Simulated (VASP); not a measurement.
Crystal: As.

```
As
1.0
     1.87975    1.08527    3.48577
    -1.87975    1.08527    3.48577
     0.00000   -2.17055    3.48577
As
2
Direct
  0.22754 0.22754 0.22754
  0.77246 0.77246 0.77246
```

Base run:

```yaml
Program: VASP 6.6.1
Functional: r2SCAN
Potentials_or_basis: VASP PAW PBE potentials, release 64 (As)
Cutoff: 520 eV
k_mesh: 11 × 11 × 11
Occupations: fermi-dirac, width 0.03 eV
Spin: no spin polarisation
```

Its results: band gap on the k mesh zero (band 5 reaches 5.80 eV, above the bottom of band 6 at 5.46 eV); pressure 1.8 GPa; largest force 0.023 eV/Å.

**Question.** The run is repeated on the same cell with these changes: functional from r2SCAN to PBEsol. What comes out?

**Answer.** Band gap on the k mesh zero (band 5 reaches 5.67 eV, above the bottom of band 6 at 5.31 eV); pressure 0.5 GPa; largest force 0.237 eV/Å.

Caveats: the PAW data sets were made with another functional, which shifts forces and pressure a little.
